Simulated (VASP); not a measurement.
# Ga2Sb2CO in VASP: a series of runs

The runs below take Ga2Sb2CO through single point, with PBE+D3(BJ).

Program: VASP 6.6.1. These are calculated values, not measurements. Logs are shortened: lines on timing, memory, paths and dates and some standing lists are left out, and cuts for length are marked.

**1. The cell of the first run**

The cell holds a slab with vacuum, 6 atoms: a = 4.334 Å, b = 4.334 Å, c = 23.320 Å, α = 90.00°, β = 90.00°, γ = 120.00°.

**2. Single point, PBE+D3(BJ)**

File INCAR:

```
  PREC = Accurate
  ENCUT = 520
  EDIFF = 1E-6
  ISMEAR = 0
  SIGMA = 0.1
  LREAL = F
  LASPH = T
  NELM = 120
  ALGO = Normal
  ISIF = 2
  LWAVE = F
  LCHARG = T
  LDIPOL = T
  IDIPOL = 3
  DIPOL = 0.5 0.5 0.361
  GGA = PE
  IVDW = 12
  LELF = T
  LVHAR = T
  LVACPOTAV = T
  NBANDS = 42
  GGA_COMPAT = F
  NELMDL = -8
```

File KPOINTS:

```
Automatic mesh
0
Gamma
  6 6 1
```

File POSCAR:

```
Ga2Sb2CO
1.0
    4.3343814621      0.0000000000      0.0000000000
   -2.1671907311      3.7536844559      0.0000000000
    0.0000000000      0.0000000000     23.3197422777
Sb Ga O C
2 2 1 1
Direct
    0.0000000000      0.0000000000      0.1715284823
    0.3333333333      0.6666666667      0.3301590654
    0.3333333333      0.6666666667      0.2094685204
    0.6666666667      0.3333333333      0.3632005095
    1.1111111111      1.2222222222      0.5218643557
    1.1111111111      1.2222222222      0.5711787943
```

Potentials or basis: VASP PAW PBE potentials, release 64 (Sb_d_GW, Ga_d, O, C).

Started as:

```sh
cat potpaw_PBE.64/Sb_d_GW/POTCAR potpaw_PBE.64/Ga_d/POTCAR potpaw_PBE.64/O/POTCAR potpaw_PBE.64/C/POTCAR > POTCAR
mpirun -np 1 vasp_std > vasp.out
```

OUTCAR:

```text
PREC = Accurate
   ENCUT = 520
   EDIFF = 1E-6
   ISMEAR = 0
   LREAL = F
   LASPH = T
   NELM = 120
   ISIF = 2
   GGA = PE
   IVDW = 12
   NELMDL = -8
 IVDW          = 12

 ion  position               nearest neighbor table
   1  0.000  0.000  0.172-   3 2.65   3 2.65   3 2.65
   2  0.333  0.667  0.330-   4 2.62   4 2.62   4 2.62   3 2.81
   3  0.333  0.667  0.209-   1 2.65   1 2.65   1 2.65   2 2.81
   4  0.667  0.333  0.363-   2 2.62   2 2.62   2 2.62
   5  0.111  0.222  0.522-   6 1.15
   6  0.111  0.222  0.571-   5 1.15

  LATTYP: Found a hexagonal cell.
 ALAT       =     4.3343814621
 C/A-ratio  =     5.3801776520

  Lattice vectors:

 A1 = (   4.3343814621,   0.0000000000,   0.0000000000)
 A2 = (  -2.1671907311,   3.7536844559,   0.0000000000)
 A3 = (   0.0000000000,   0.0000000000,  23.3197422777)

Analysis of symmetry for initial positions (statically):
=====================================================================
 Subroutine PRICEL returns:
 Original cell was already a primitive cell.

 Routine SETGRP: Setting up the symmetry group for a
 hexagonal supercell.

 Subroutine GETGRP returns: Found  2 space group operations
 (whereof  2 operations were pure point group operations)
 out of a pool of 24 trial point group operations.

The static configuration has the point symmetry C_1h.

Analysis of symmetry for dynamics (positions and initial velocities):
=====================================================================
 Subroutine PRICEL returns:
 Original cell was already a primitive cell.

 Routine SETGRP: Setting up the symmetry group for a
 hexagonal supercell.

 Subroutine GETGRP returns: Found  2 space group operations
 (whereof  2 operations were pure point group operations)
 out of a pool of 24 trial point group operations.

The dynamic configuration has the point symmetry C_1h.

 Subroutine INISYM returns: Found  2 space group operations
 (whereof  2 operations are pure point group operations),
 and found     1 'primitive' translations

----------------------------------------------------------------------------------------

                                     Primitive cell

  volume of cell :     379.4099

  direct lattice vectors                    reciprocal lattice vectors
     4.334381462  0.000000000  0.000000000     0.230713427  0.133202459  0.000000000
    -2.167190731  3.753684456  0.000000000     0.000000000  0.266404918  0.000000000
     0.000000000  0.000000000 23.319742278     0.000000000  0.000000000  0.042882121

  length of vectors
     4.334381462  4.334381462 23.319742278     0.266404918  0.266404918  0.042882121

  position of ions in fractional coordinates (direct lattice)
     0.000000000  0.000000000  0.171528482
     0.333333333  0.666666667  0.330159065
     0.333333333  0.666666667  0.209468520
     0.666666667  0.333333333  0.363200509
     0.111111111  0.222222222  0.521864356
     0.111111111  0.222222222  0.571178794

  ion indices of the primitive-cell ions
   primitive index   ion index
                 1           1
                 2           2
                 3           3
                 4           4
                 5           5
                 6           6

----------------------------------------------------------------------------------------

 KPOINTS: Automatic mesh

Automatic generation of k-mesh.
 Grid dimensions read from file:
 generate k-points for:    6    6    1

 Generating k-lattice:

  Cartesian coordinates                     Fractional coordinates (reciprocal lattice)
     0.038452238  0.022200410  0.000000000     0.166666667  0.000000000  0.000000000
     0.000000000  0.044400820  0.000000000     0.000000000  0.166666667  0.000000000
     0.000000000  0.000000000  0.042882121     0.000000000  0.000000000  1.000000000

  Length of vectors
     0.044400820  0.044400820  0.042882121

  Shift w.r.t. Gamma in fractional coordinates (k-lattice)
     0.000000000  0.000000000  0.000000000

 Subroutine IBZKPT returns following result:
 ===========================================

 Found     13 irreducible k-points:

 Following reciprocal coordinates:
            Coordinates               Weight
  0.000000  0.000000  0.000000      1.000000
  0.166667  0.000000  0.000000      4.000000
  0.000000  0.166667  0.000000      2.000000
  0.333333  0.000000  0.000000      4.000000
  0.000000  0.333333  0.000000      2.000000
  0.500000  0.000000  0.000000      2.000000
  0.000000  0.500000  0.000000      1.000000
  0.166667  0.166667  0.000000      4.000000
 -0.333333  0.166667  0.000000      2.000000
  0.333333  0.166667  0.000000      4.000000
 -0.166667  0.500000  0.000000      4.000000
  0.500000  0.333333  0.000000      4.000000
  0.333333  0.333333  0.000000      2.000000
   k-points           NKPTS =     13   k-points in BZ     NKDIM =     13   number of bands    NBANDS=     42
   number of dos      NEDOS =    301   number of ions     NIONS =      6
   total plane-waves  NPLWV = 184320
   dimension x,y,z NGX =    32 NGY =   32 NGZ =  180
   dimension x,y,z NGXF=    64 NGYF=   64 NGZF=  360
   ions per type =               2   2   1   1
   NGX,Y,Z   is equivalent  to a cutoff of  12.27, 12.27, 12.83 a.u.
   NGXF,Y,Z  is equivalent  to a cutoff of  24.55, 24.55, 25.66 a.u.
 SYSTEM =  unknown system
   PREC   = accura    normal or accurate (medium, high low for compatibility)
   ISTART =      0    job   : 0-new  1-cont  2-samecut
   ICHARG =      2    charge: 1-file 2-atom 10-const
   ISPIN  =      1    spin polarized calculation?
   LNONCOLLINEAR =      F non collinear calculations
   LSORBIT =      F    spin-orbit coupling
   LASPH  =      T    aspherical Exc in radial PAW
   ENCUT  =  520.0 eV  38.22 Ry    6.18 a.u.   8.06  8.06 43.36*2*pi/ulx,y,z
   NELM   =    120;   NELMIN=  2; NELMDL= -8     # of ELM steps
   EDIFF  = 0.1E-05   stopping-criterion for ELM
   LREAL  =      F    real-space projection
   EDIFFG = 0.1E-04   stopping-criterion for IOM
   NSW    =      0    number of steps for IOM
   IBRION =     -1    ionic relax: 0-MD 1-quasi-New 2-CG
   NFREE  =      0    steps in history (QN), initial steepest desc. (CG)
   ISIF   =      2    stress and relaxation
   ISYM   =      2    0-nonsym 1-usesym 2-fastsym
   POTIM  = 0.5000    time-step for ionic-motion
   TEBEG  =    0.0;   TEEND  =   0.0 temperature during run
   PSTRESS=    0.0 pullay stress
   NELECT =      66.0000    total number of electrons
   NUPDOWN=      -1.0000    fix difference up-down
   EMIN   =  10.00;   EMAX   =-10.00  energy-range for DOS
   EFERMI =   0.00;   METHOD = LEGACY
   ISMEAR =     0;   SIGMA  =   0.10  broadening in eV -4-tet -1-fermi 0-gaus
   EFERMI_NEDOS =   21; number of points for ismear=-14 and -15
   IALGO  =     38    algorithm
   IMIX   =      4    mixing-type and parameters
     AMIX     =   0.40;   BMIX     =  1.00
     AMIX_MAG =   1.60;   BMIX_MAG =  1.00
  volume/ion in A,a.u.               =      63.23       426.73
  Fermi-wavevector in a.u.,A,eV,Ry     =   0.913875  1.726973 11.363133  0.835167
  Thomas-Fermi vector in A             =   2.038437
   LORBIT       =      0    0 simple, 1 ext, 2 COOP (PROOUT), +10 PAW based schemes
   GGA     = PE    functional components
   LHFCALC =     F    Hartree Fock is set to
   AEXX    =    0.0000 exact exchange contribution
   IVDW    =    12    specifies the selected vdW correction
   LEPSILON=     F    determine dielectric tensor
   LRPA    =     F    only Hartree local field effects (RPA)
 non-spin polarized calculation
 Gauss-broadening in eV      SIGMA  =   0.10
  energy-cutoff  :      520.00
  volume of cell :      379.41
 maximum number of plane-waves:     10242
   NGX = 17   NGY = 17   NGZ = 87

 dipolmoment           0.000000      0.000000      0.000074 electrons x Angstroem

 number of electron      66.0000010 magnetization

 dipolmoment           0.000000      0.000000     -0.095811 electrons x Angstroem

 Free energy of the ion-electron system (eV)
  ---------------------------------------------------
  ext. energy  EPLUGINS =         0.00000000
  ---------------------------------------------------
  free energy    TOTEN  =       -28.31187631 eV

  energy without entropy =      -28.30543554  energy(sigma->0) =      -28.30865592

 E-fermi :  -1.2352     XC(G=0):  -4.2904

 val. band max:       -1.2528208889   @ k =   0.0000   0.0000   0.0000
 cond. band min:      -1.2133795363   @ k =   0.3333   0.3333   0.0000
 fundamental gap:      0.0394413526
 Fermi energy:        -1.2351970512

 k-point     1 :       0.0000    0.0000    0.0000
  band No.  band energies     occupation
      1     -30.4832      2.00000
      2     -30.4691      2.00000
      3     -30.4688      2.00000
      4     -30.4545      2.00000
      5     -30.4542      2.00000
      6     -29.5095      2.00000
[... 34 lines left out ...]
     41       2.1596      0.00000
     42       2.5535      0.00000

 k-point     2 :       0.1667    0.0000    0.0000
  band No.  band energies     occupation
      1     -30.4826      2.00000
      2     -30.4693      2.00000
      3     -30.4685      2.00000
      4     -30.4546      2.00000
      5     -30.4536      2.00000
      6     -29.5096      2.00000
[... 34 lines left out ...]
     41       2.6110      0.00000
     42       2.6589      0.00000

 k-point     3 :       0.0000    0.1667    0.0000
  band No.  band energies     occupation
      1     -30.4826      2.00000
      2     -30.4695      2.00000
      3     -30.4683      2.00000
      4     -30.4543      2.00000
      5     -30.4539      2.00000
      6     -29.5097      2.00000
[... 402 lines left out ...]
      4     -30.4545      2.00000
      5     -30.4521      2.00000
      6     -29.5094      2.00000
[... 34 lines left out ...]
     41       3.5050      0.00000
     42       3.9398      0.00000

 k-point    13 :       0.3333    0.3333    0.0000
  band No.  band energies     occupation
      1     -30.4803      2.00000
      2     -30.4695      2.00000
      3     -30.4681      2.00000
      4     -30.4533      2.00000
      5     -30.4530      2.00000
      6     -29.5081      2.00000
[... 34 lines left out ...]
     41       4.1223      0.00000
     42       4.3140      0.00000

------------------------ aborting loop because EDIFF is reached ----------------------------------------

 Edisp (eV)   -0.97233

 E8    (eV) :    -0.4545

  FORCE on cell =-STRESS in cart. coord.  units (eV):
  Direction    XX          YY          ZZ          XY          YZ          ZX
  --------------------------------------------------------------------------------------
  -------------------------------------------------------------------------------------
  Total      -0.10615    -0.10740    -1.26200     0.00000    -0.01345     0.00000
  in kB      -0.44825    -0.45352    -5.32921     0.00000    -0.05681     0.00000
  external pressure =       -2.08 kB  Pullay stress =        0.00 kB

 VOLUME and BASIS-vectors are now :
 -----------------------------------------------------------------------------
  energy-cutoff  :      520.00
  volume of cell :      379.41
      direct lattice vectors                 reciprocal lattice vectors
     4.334381462  0.000000000  0.000000000     0.230713427  0.133202459  0.000000000
    -2.167190731  3.753684456  0.000000000     0.000000000  0.266404918  0.000000000
     0.000000000  0.000000000 23.319742278     0.000000000  0.000000000  0.042882121

 POSITION                                       TOTAL-FORCE (eV/Angst)
 -----------------------------------------------------------------------------------
      0.00000      0.00000      4.00000        -0.000000      0.001353      0.174544
     -0.00000      2.50246      7.69922        -0.000000      0.000437     -0.009654
     -0.00000      2.50246      4.88475         0.000000     -0.000094     -0.153875
      2.16719      1.25123      8.46974        -0.000000      0.001462      0.016599
     -0.00000      0.83415     12.16974         0.000000     -0.004855      0.683613
     -0.00000      0.83415     13.31974        -0.000000      0.001696     -0.711227
 -----------------------------------------------------------------------------------
    total drift:                               -0.000001     -0.000658     -0.012356

  FREE ENERGIE OF THE ION-ELECTRON SYSTEM (eV)
  ---------------------------------------------------
  free  energy   TOTEN  =       -29.2842016483 eV

  energy  without entropy=      -29.2777608719  energy(sigma->0) =      -29.28098126

 vacuum level on the upper side and lower side of the slab         2.566         3.634
```

Wall time 7.4 min (1 thread of Intel Xeon Platinum 8259CL at 2.50GHz (Skylake/Cascade Lake), shared host); peak memory 0.62 GiB.

What came out:

```
Free energy                : -29.2842 eV
Largest force              : 0.711 eV/Å
Band gap on the k mesh     : 0.04 eV (least direct gap 0.14 eV)
Dispersion energy per atom : -0.162 eV
```

Forces in eV/Å, atoms in the order of the input:
```
Sb   0.000  0.001  0.175
Sb   0.000  0.000 -0.010
Ga   0.000  0.000 -0.154
Ga   0.000  0.001  0.017
O    0.000 -0.005  0.684
C    0.000  0.002 -0.711
```

Caveat: spin-orbit coupling is left out, which moves the levels of the heavy elements.

**3. Single point, PBE+D3(BJ)**

File INCAR:

```
SYSTEM = Ga2Sb2CO
ALGO     = Normal         ! electronic algorithm
DIPOL    = 0.5 0.5 0.361
EDIFF    = 1E-6           ! SCF threshold, eV
ENCUT    = 520            ! plane-wave cutoff, eV
GGA      = PE             ! functional
GGA_COMPAT= .False.      
IDIPOL   = 3            
ISIF     = 2              ! what is computed and relaxed
ISMEAR   = 0              ! smearing method
IVDW     = 12             ! dispersion correction
LASPH    = .True.         ! aspherical terms in the spheres
LCHARG   = .False.        ! write CHGCAR
LDIPOL   = .True.       
LREAL    = .False.        ! projectors in reciprocal space
LWAVE    = .False.        ! write WAVECAR
NBANDS   = 42             ! bands
NELM     = 120            ! most SCF steps
NELMDL   = -8           
PREC     = Accurate       ! precision mode
SIGMA    = 0.1            ! smearing width, eV
```

File KPOINTS:

```
k-points
0
Gamma
  6 6 1
  0 0 0
```

POSCAR, as its differences from that of step 2:

```diff
@@ -12,3 +12,3 @@
     0.6666666667      0.3333333333      0.3632005095
-    1.1111111111      1.2222222222      0.5218643557
-    1.1111111111      1.2222222222      0.5711787943
+    1.1111111111      0.5555555556      0.5218643557
+    1.1111111111      0.5555555556      0.5711787943
```

Potentials or basis: VASP PAW PBE potentials, release 64 (Sb_d_GW, Ga_d, O, C).

Started as:

```sh
cat potpaw_PBE.64/Sb_d_GW/POTCAR potpaw_PBE.64/Ga_d/POTCAR potpaw_PBE.64/O/POTCAR potpaw_PBE.64/C/POTCAR > POTCAR
mpirun -np 1 vasp_std > vasp.out
```

It took 7.9 min on 1 thread of AMD EPYC 7R43 (Zen 3), shared host; peak memory 0.57 GiB.

It converged, with:

- Free energy: -29.2811 eV
- Largest force: 0.712 eV/Å
- Band gap on the k mesh: 0.04 eV (least direct gap 0.14 eV)
- Dispersion energy per atom: -0.162 eV

Forces in eV/Å, atoms in the order of the input:
```
Sb   0.002  0.001  0.174
Sb  -0.002 -0.001 -0.015
Ga   0.000  0.000 -0.153
Ga   0.001  0.000  0.011
O   -0.001  0.000  0.694
C    0.000  0.000 -0.712
```

Levels at points of the mesh, in eV from the valence-band top:
```
           k point  band 31  band 32  band 33  band 34  band 35  band 36
(0.00, 0.00, 0.00)    -1.13     0.00     0.00     0.14     0.89     1.44
(0.50, 0.00, 0.00)    -2.47    -1.30    -1.21     0.38     0.68     1.18
(0.00, 0.50, 0.00)    -2.47    -1.30    -1.20     0.39     0.67     1.18
```

Caveat: spin-orbit coupling is left out, which moves the levels of the heavy elements.

(Part 1 of 2 ends here.)
